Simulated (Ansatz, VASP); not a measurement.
# Two plane-wave programs on As2F

```
As F
1.0
    -3.23066    3.23066    2.45352
     3.23066   -3.23066    2.45352
     3.23066    3.23066   -2.45352
As F
4 2
Cartesian
  0.8500 4.0806 0.0000
  2.3807 0.8500 0.0000
  2.3807 -0.8500 2.4535
  0.8500 2.3807 2.4535
  0.0000 0.0000 1.2268
  0.0000 0.0000 3.6803
```

Alike in both runs: functional PBE; k mesh 4 × 4 × 4; occupations gaussian, width 0.1 eV; no spin polarisation.

Ansatz relaxed the structure, and its values are those at the end. VASP's run is a single point on that final structure, the one shown.

```csv
,VASP,Ansatz
version,VASP 6.6.1,Ansatz 0.2.0
potentials or method,"VASP PAW PBE potentials, release 64 (As, F), cutoff 520 eV","scalar-relativistic, plane waves, PAW"
valence electrons in the cell,34,74
```

Ansatz gave:

```
gap on the k mesh at the Fermi level (eV) : none
pressure (GPa)                            : 0.2
rms of the force components (eV/Å)        : 0.009
```

Q: What did VASP give for the same quantities?

A: gap on the k mesh at the Fermi level (eV): none; pressure (GPa): 0.1; rms of the force components (eV/Å): 0.020.

A gap of «none» marks a metal or a gap that the smearing closes. With one functional, cell and mesh, what is left measures potentials, basis and numerics. VASP's potentials hold 34 valence electrons a cell and Ansatz's 74, so a difference there can come from the potentials and not from the codes.

The k mesh is coarse, so the values compare programs but aren't converged.
